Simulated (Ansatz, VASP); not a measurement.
# One calculation of Cu, two programs

Contents of INCAR:

```
  ALGO = Normal
  EDIFF = 1E-6
  ENCUT = 520
  GGA = CA
  ISIF = 2
  ISMEAR = -1
  LASPH = True
  LCHARG = False
  LREAL = False
  LWAVE = False
  NBANDS = 30
  NELM = 80
  PREC = Accurate
  SIGMA = 0.1
```

File KPOINTS:

```
k-points
0
Gamma
  7 7 2
```

File POSCAR:

```
Cu
1.0
    2.5349709229      0.0000000000      0.0000000000
   -1.2674854615      2.1953567788      0.0000000000
    0.0000000000      0.0000000000      8.2755668140
Cu
4
Direct
    0.9952300000      0.0002200000      0.9983600000
    0.3277700000      0.6622900000      0.2501700000
    0.0056100000      0.0010200000      0.4991700000
    0.6601900000      0.3208400000      0.7500800000
```

Input for Ansatz:

```yaml
crystal:
  lattice:
    - [2.5349709229070596, 0.0, 0.0]
    - [-1.2674854614535298, 2.195356778771844, 0.0]
    - [0.0, 0.0, 8.275566814036893]
  atoms:
    - { symbol: Cu, position: [0.99523, 0.00022, 0.99836] }
    - { symbol: Cu, position: [0.32777, 0.66229, 0.25017] }
    - { symbol: Cu, position: [0.00561, 0.00102, 0.49917] }
    - { symbol: Cu, position: [0.66019, 0.32084, 0.75008] }
basis:
  ecutwfc: 540.0
  xc_grid: 2
kpoints:
  mp_grid:
    grid: [7, 7, 2]
hamiltonian:
  xc: lda
scf:
  convergence:
    dr2_threshold: 1.0e-09
  occupations:
    method: fermi_dirac
    width: 0.1
output:
  forces: true
  stress: true
```

Alike in both runs: task single point; functional LDA; k mesh 7 × 7 × 2; occupations fermi-dirac, width 0.1 eV; no spin polarisation.

```csv
,VASP,Ansatz
version,VASP 6.6.1,Ansatz 0.2.0
potentials or method,"VASP PAW LDA potentials, release 64 (Cu), cutoff 520 eV","plane waves, PAW"
valence electrons in the cell,44,76
```

VASP gave:

| Quantity | Value |
| --- | --- |
| pressure (GPa) | -8.4 |
| traceless stress, the component that is largest in VASP (GPa) | -0.19 |
| rms of the force components (eV/Å) | 0.048 |

**Question.** Which values does Ansatz return?

**Answer.** Pressure (GPa): -9.5; traceless stress, the component that is largest in VASP (GPa): -0.18; rms of the force components (eV/Å): 0.048.

LDA's correlation is that of Perdew and Zunger in VASP and of Perdew and Wang (1992) in Ansatz. Atom by atom the forces differ by 0.000 eV/Å (rms over components). VASP's potentials hold 44 valence electrons a cell and Ansatz's 76, so a difference there can come from the potentials and not from the codes. Ansatz's warnings: stress scf threshold loose.

The k mesh is coarse, so the values compare programs but aren't converged.
